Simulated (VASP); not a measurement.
# Pt (P6_3/mmc) in VASP: single point with PBE

Aim: the single point of Pt with PBE.

All numbers are computed with VASP 6.6.1; they aren't measurements. Logs are shortened: lines on timing, memory, paths and dates and some standing lists are left out, and cuts for length are marked.

## 1. The cell of the first run

It takes space group P6_3/mmc (No. 194, hexagonal). Conventional cell: a = 3.069 Å, b = 3.069 Å, c = 8.359 Å, α = 90.00°, β = 90.00°, γ = 120.00°. Pt (site symmetry -6m2) has 3 Pt at 1.77 Å within 2.4 Å. Pt (site symmetry -6m2) has 3 Pt at 1.77 Å within 2.4 Å.

This isn't the form of Pt at room conditions, which is fcc.

## 2. Single point, PBE

INCAR reads:

```
SYSTEM = Pt
PREC = Accurate
ENCUT = 570
EDIFF = 1E-6
ISMEAR = 0
SIGMA = 0.1
LREAL = .False.
LASPH = .True.
NELM = 120
ALGO = Normal
ISIF = 2
LWAVE = .False.
LCHARG = .False.
GGA = PE
NBANDS = 44
GGA_COMPAT = .False.
```

KPOINTS reads:

```
regular mesh
0
Gamma
  6 6 2
  0 0 0
```

POSCAR reads:

```
Pt
1.0
    3.0691535342      0.0000000000      0.0000000000
   -1.5345767671      2.6579649287      0.0000000000
    0.0000000000      0.0000000000      8.3590766987
Pt
4
Direct
    0.0000000000      0.0000000000      0.2500000000
    0.0000000000      0.0000000000      0.7500000000
    0.3333333333      0.6666666667      0.7500000000
    0.6666666667      0.3333333333      0.2500000000
```

Potentials or basis: VASP PAW PBE potentials, release 64 (Pt_sv_GW).

Launch:

```sh
$ cat potpaw_PBE.64/Pt_sv_GW/POTCAR > POTCAR
$ mpirun -np 1 vasp_std > vasp.out
```

OUTCAR:

```text
SYSTEM = Pt
   PREC = Accurate
   ENCUT = 570
   EDIFF = 1E-6
   ISMEAR = 0
   LREAL = .False.
   LASPH = .True.
   NELM = 120
   ISIF = 2
   GGA = PE

 ion  position               nearest neighbor table
   1  0.000  0.000  0.250-   4 1.77   4 1.77   4 1.77
   2  0.000  0.000  0.750-   3 1.77   3 1.77   3 1.77
   3  0.333  0.667  0.750-   2 1.77   2 1.77   2 1.77
   4  0.667  0.333  0.250-   1 1.77   1 1.77   1 1.77

  LATTYP: Found a hexagonal cell.
 ALAT       =     3.0691535342
 C/A-ratio  =     2.7235772357

  Lattice vectors:

 A1 = (   3.0691535342,   0.0000000000,   0.0000000000)
 A2 = (  -1.5345767671,   2.6579649287,   0.0000000000)
 A3 = (   0.0000000000,   0.0000000000,   8.3590766987)

Analysis of symmetry for initial positions (statically):
=====================================================================
 Subroutine PRICEL returns:
 Original cell was already a primitive cell.

 Routine SETGRP: Setting up the symmetry group for a
 hexagonal supercell.

 Subroutine GETGRP returns: Found 24 space group operations
 (whereof 12 operations were pure point group operations)
 out of a pool of 24 trial point group operations.

The static configuration has the point symmetry D_3d.
 The point group associated with its full space group is D_6h.

Analysis of symmetry for dynamics (positions and initial velocities):
=====================================================================
 Subroutine PRICEL returns:
 Original cell was already a primitive cell.

 Routine SETGRP: Setting up the symmetry group for a
 hexagonal supercell.

 Subroutine GETGRP returns: Found 24 space group operations
 (whereof 12 operations were pure point group operations)
 out of a pool of 24 trial point group operations.

The dynamic configuration has the point symmetry D_3d.
 The point group associated with its full space group is D_6h.

 Subroutine INISYM returns: Found 24 space group operations
 (whereof 12 operations are pure point group operations),
 and found     1 'primitive' translations

----------------------------------------------------------------------------------------

                                     Primitive cell

  volume of cell :      68.1909

  direct lattice vectors                    reciprocal lattice vectors
     3.069153534  0.000000000  0.000000000     0.325822735  0.188113844  0.000000000
    -1.534576767  2.657964929  0.000000000     0.000000000  0.376227688  0.000000000
     0.000000000  0.000000000  8.359076699     0.000000000  0.000000000  0.119630437

  length of vectors
     3.069153534  3.069153534  8.359076699     0.376227688  0.376227688  0.119630437

  position of ions in fractional coordinates (direct lattice)
     0.000000000  0.000000000  0.250000000
     0.000000000  0.000000000  0.750000000
     0.333333333  0.666666667  0.750000000
     0.666666667  0.333333333  0.250000000

  ion indices of the primitive-cell ions
   primitive index   ion index
                 1           1
                 2           2
                 3           3
                 4           4

----------------------------------------------------------------------------------------

 KPOINTS: regular mesh

Automatic generation of k-mesh.
 Grid dimensions read from file:
 generate k-points for:    6    6    2

 Generating k-lattice:

  Cartesian coordinates                     Fractional coordinates (reciprocal lattice)
     0.054303789  0.031352307  0.000000000     0.166666667  0.000000000  0.000000000
     0.000000000  0.062704615  0.000000000     0.000000000  0.166666667  0.000000000
     0.000000000  0.000000000  0.059815219     0.000000000  0.000000000  0.500000000

  Length of vectors
     0.062704615  0.062704615  0.059815219

  Shift w.r.t. Gamma in fractional coordinates (k-lattice)
     0.000000000  0.000000000  0.000000000

 Subroutine IBZKPT returns following result:
 ===========================================

 Found     14 irreducible k-points:

 Following reciprocal coordinates:
            Coordinates               Weight
  0.000000  0.000000  0.000000      1.000000
  0.166667  0.000000  0.000000      6.000000
  0.333333 -0.000000  0.000000      6.000000
  0.500000  0.000000  0.000000      3.000000
  0.166667  0.166667  0.000000      6.000000
  0.333333  0.166667  0.000000     12.000000
  0.333333  0.333333  0.000000      2.000000
  0.000000  0.000000  0.500000      1.000000
  0.166667  0.000000  0.500000      6.000000
  0.333333 -0.000000  0.500000      6.000000
  0.500000  0.000000  0.500000      3.000000
  0.166667  0.166667  0.500000      6.000000
  0.333333  0.166667  0.500000     12.000000
  0.333333  0.333333  0.500000      2.000000
   k-points           NKPTS =     14   k-points in BZ     NKDIM =     14   number of bands    NBANDS=     44
   number of dos      NEDOS =    301   number of ions     NIONS =      4
   total plane-waves  NPLWV =  40320
   dimension x,y,z NGX =    24 NGY =   24 NGZ =   70
   dimension x,y,z NGXF=    48 NGYF=   48 NGZF=  140
   ions per type =               4
   NGX,Y,Z   is equivalent  to a cutoff of  13.00, 13.00, 13.92 a.u.
   NGXF,Y,Z  is equivalent  to a cutoff of  26.00, 26.00, 27.84 a.u.
 SYSTEM =  Pt
   PREC   = accura    normal or accurate (medium, high low for compatibility)
   ISTART =      0    job   : 0-new  1-cont  2-samecut
   ICHARG =      2    charge: 1-file 2-atom 10-const
   ISPIN  =      1    spin polarized calculation?
   LNONCOLLINEAR =      F non collinear calculations
   LSORBIT =      F    spin-orbit coupling
   LASPH  =      T    aspherical Exc in radial PAW
   ENCUT  =  570.0 eV  41.89 Ry    6.47 a.u.   5.97  5.97 16.27*2*pi/ulx,y,z
   NELM   =    120;   NELMIN=  2; NELMDL= -5     # of ELM steps
   EDIFF  = 0.1E-05   stopping-criterion for ELM
   LREAL  =      F    real-space projection
   EDIFFG = 0.1E-04   stopping-criterion for IOM
   NSW    =      0    number of steps for IOM
   IBRION =     -1    ionic relax: 0-MD 1-quasi-New 2-CG
   NFREE  =      0    steps in history (QN), initial steepest desc. (CG)
   ISIF   =      2    stress and relaxation
   ISYM   =      2    0-nonsym 1-usesym 2-fastsym
   POTIM  = 0.5000    time-step for ionic-motion
   TEBEG  =    0.0;   TEEND  =   0.0 temperature during run
   PSTRESS=    0.0 pullay stress
   NELECT =      72.0000    total number of electrons
   NUPDOWN=      -1.0000    fix difference up-down
   EMIN   =  10.00;   EMAX   =-10.00  energy-range for DOS
   EFERMI =   0.00;   METHOD = LEGACY
   ISMEAR =     0;   SIGMA  =   0.10  broadening in eV -4-tet -1-fermi 0-gaus
   EFERMI_NEDOS =   21; number of points for ismear=-14 and -15
   IALGO  =     38    algorithm
   IMIX   =      4    mixing-type and parameters
     AMIX     =   0.40;   BMIX     =  1.00
     AMIX_MAG =   1.60;   BMIX_MAG =  1.00
  volume/ion in A,a.u.               =      17.05       115.04
  Fermi-wavevector in a.u.,A,eV,Ry     =   1.667031  3.150231 37.810474  2.778991
  Thomas-Fermi vector in A             =   2.753124
   LORBIT       =      0    0 simple, 1 ext, 2 COOP (PROOUT), +10 PAW based schemes
   GGA     = PE    functional components
   LHFCALC =     F    Hartree Fock is set to
   AEXX    =    0.0000 exact exchange contribution
   IVDW    =     0    specifies the selected vdW correction
   LEPSILON=     F    determine dielectric tensor
   LRPA    =     F    only Hartree local field effects (RPA)
 non-spin polarized calculation
 Gauss-broadening in eV      SIGMA  =   0.10
  energy-cutoff  :      570.00
  volume of cell :       68.19
 maximum number of plane-waves:      2148
 NGX is ok and might be reduce to    24
   NGX = 11   NGY = 11   NGZ = 33

 number of electron      71.9999996 magnetization

 Free energy of the ion-electron system (eV)
  ---------------------------------------------------
  ext. energy  EPLUGINS =         0.00000000
  ---------------------------------------------------
  free energy    TOTEN  =        53.60454773 eV

  energy without entropy =       53.62410796  energy(sigma->0) =       53.61432785

 E-fermi :  11.0619     XC(G=0): -12.0414

 val. band max:       11.0118042347   @ k =   0.1667   0.0000   0.5000
 cond. band min:      11.0827403097   @ k =   0.1667   0.1667   0.0000
 fundamental gap:      0.0709360750
 Fermi energy:        11.0618978956

 k-point     1 :       0.0000    0.0000    0.0000
  band No.  band energies     occupation
      1     -93.7982      2.00000
      2     -93.7973      2.00000
      3     -90.5197      2.00000
      4     -90.5193      2.00000
      5     -51.6448      2.00000
      6     -51.6448      2.00000
[... 36 lines left out ...]
     43      21.8253      0.00000
     44      23.0982      0.00000

 k-point     2 :       0.1667    0.0000    0.0000
  band No.  band energies     occupation
      1     -93.6260      2.00000
      2     -93.6259      2.00000
      3     -90.7398      2.00000
      4     -90.7395      2.00000
      5     -51.8062      2.00000
      6     -51.8061      2.00000
[... 36 lines left out ...]
     43      22.5243      0.00000
     44      23.3160      0.00000

 k-point     3 :       0.3333   -0.0000    0.0000
  band No.  band energies     occupation
      1     -93.1717      2.00000
      2     -93.1712      2.00000
      3     -91.2883      2.00000
      4     -91.2877      2.00000
      5     -52.1014      2.00000
      6     -52.1008      2.00000
[... 36 lines left out ...]
     43      18.9055      0.00000
     44      19.3136      0.00000

 k-point     4 :       0.5000    0.0000    0.0000
  band No.  band energies     occupation
      1     -92.7954      2.00000
      2     -92.7954      2.00000
      3     -91.7107      2.00000
      4     -91.7100      2.00000
      5     -52.2379      2.00000
      6     -52.2377      2.00000
[... 36 lines left out ...]
     43      18.9389      0.00000
     44      19.9925      0.00000

 k-point     5 :       0.1667    0.1667    0.0000
  band No.  band energies     occupation
      1     -93.3067      2.00000
      2     -93.3063      2.00000
      3     -91.1300      2.00000
      4     -91.1299      2.00000
      5     -52.0958      2.00000
      6     -52.0957      2.00000
[... 36 lines left out ...]
     43      19.7078      0.00000
     44      21.0566      0.00000

 k-point     6 :       0.3333    0.1667    0.0000
  band No.  band energies     occupation
      1     -92.7960      2.00000
      2     -92.7959      2.00000
      3     -91.7103      2.00000
      4     -91.7101      2.00000
      5     -52.3846      2.00000
      6     -52.3844      2.00000
[... 36 lines left out ...]
     43      18.4156      0.00000
     44      18.7597      0.00000

 k-point     7 :       0.3333    0.3333    0.0000
  band No.  band energies     occupation
      1     -92.2653      2.00000
      2     -92.2652      2.00000
      3     -92.2638      2.00000
      4     -92.2638      2.00000
      5     -52.5724      2.00000
      6     -52.5724      2.00000
[... 36 lines left out ...]
     43      16.1841      0.00000
     44      19.4241      0.00000

 k-point     8 :       0.0000    0.0000    0.5000
  band No.  band energies     occupation
      1     -93.7978      2.00000
      2     -93.7978      2.00000
      3     -90.5200      2.00000
      4     -90.5200      2.00000
      5     -51.6449      2.00000
      6     -51.6449      2.00000
[... 36 lines left out ...]
     43      22.7320      0.00000
     44      22.7320      0.00000

 k-point     9 :       0.1667    0.0000    0.5000
  band No.  band energies     occupation
      1     -93.6256      2.00000
      2     -93.6256      2.00000
      3     -90.7396      2.00000
      4     -90.7396      2.00000
      5     -51.8062      2.00000
      6     -51.8062      2.00000
[... 36 lines left out ...]
     43      22.1318      0.00000
     44      22.1318      0.00000

 k-point    10 :       0.3333   -0.0000    0.5000
  band No.  band energies     occupation
      1     -93.1714      2.00000
      2     -93.1714      2.00000
      3     -91.2881      2.00000
      4     -91.2881      2.00000
      5     -52.1013      2.00000
      6     -52.1013      2.00000
[... 36 lines left out ...]
     43      20.7827      0.00000
     44      20.7894      0.00000

 k-point    11 :       0.5000    0.0000    0.5000
  band No.  band energies     occupation
      1     -92.7955      2.00000
      2     -92.7955      2.00000
      3     -91.7105      2.00000
      4     -91.7105      2.00000
      5     -52.2377      2.00000
      6     -52.2377      2.00000
[... 36 lines left out ...]
     43      17.4496      0.00000
     44      17.4496      0.00000

 k-point    12 :       0.1667    0.1667    0.5000
  band No.  band energies     occupation
      1     -93.3064      2.00000
      2     -93.3064      2.00000
      3     -91.1296      2.00000
      4     -91.1296      2.00000
      5     -52.0957      2.00000
      6     -52.0957      2.00000
[... 36 lines left out ...]
     43      20.3125      0.00000
     44      20.3125      0.00000

 k-point    13 :       0.3333    0.1667    0.5000
  band No.  band energies     occupation
      1     -92.7958      2.00000
      2     -92.7958      2.00000
      3     -91.7103      2.00000
      4     -91.7103      2.00000
      5     -52.3845      2.00000
      6     -52.3845      2.00000
[... 36 lines left out ...]
     43      18.1979      0.00000
     44      18.1979      0.00000

 k-point    14 :       0.3333    0.3333    0.5000
  band No.  band energies     occupation
      1     -92.2657      2.00000
      2     -92.2657      2.00000
      3     -92.2642      2.00000
      4     -92.2642      2.00000
      5     -52.5723      2.00000
      6     -52.5723      2.00000
[... 36 lines left out ...]
     43      17.8782      0.00000
     44      17.8782      0.00000

------------------------ aborting loop because EDIFF is reached ----------------------------------------

  FORCE on cell =-STRESS in cart. coord.  units (eV):
  Direction    XX          YY          ZZ          XY          YZ          ZX
  --------------------------------------------------------------------------------------
  -------------------------------------------------------------------------------------
  Total      327.1875320    327.1875320      0.1940646      0.0000000      0.0000000      0.0000000
  in kB     7687.4297022   7687.4297020      4.5596421      0.0000000      0.0000000      0.0000000
  external PRESSURE =    5126.4730154 kB  Pullay stress =       0.0000000 kB

 VOLUME and BASIS-vectors are now :
 -----------------------------------------------------------------------------
  energy-cutoff  :      570.00
  volume of cell :       68.19
      direct lattice vectors                 reciprocal lattice vectors
     3.069153534  0.000000000  0.000000000     0.325822735  0.188113844  0.000000000
    -1.534576767  2.657964929  0.000000000     0.000000000  0.376227688  0.000000000
     0.000000000  0.000000000  8.359076699     0.000000000  0.000000000  0.119630437

 POSITION                                       TOTAL-FORCE (eV/Angst)
 -----------------------------------------------------------------------------------
      0.00000      0.00000      2.08977         0.000000      0.000000     -0.000000
      0.00000      0.00000      6.26931         0.000000      0.000000     -0.000000
     -0.00000      1.77198      6.26931        -0.000000     -0.000000      0.000000
      1.53458      0.88599      2.08977         0.000000      0.000000      0.000000
 -----------------------------------------------------------------------------------
    total drift:                                0.000000     -0.000000      0.000000

  FREE ENERGIE OF THE ION-ELECTRON SYSTEM (eV)
  ---------------------------------------------------
  free  energy   TOTEN  =        53.6045477348 eV

  energy  without entropy=       53.6241079647  energy(sigma->0) =       53.61432785
```

Wall time 28 s (1 thread of Intel Xeon 6975P-C (Granite Rapids), shared host); peak memory 0.2 GiB.

Results:

| Item | Value |
| --- | --- |
| Free energy | 53.6045 eV |
| Pressure | 512.6 GPa |
| Band gap on the k mesh | zero (bands 36 and 37 overlap by 4.14 eV) |

Caveat: the k points lie up to 0.39 Å⁻¹ apart, too coarse for converged energies and pressures of a metal; atoms lie so close that the PAW spheres overlap strongly, which falsifies energies and pressures; spin-orbit coupling is left out, which moves the levels of the heavy elements.

The gap in the log of VASP goes by the Fermi energy; the results here count the filled bands.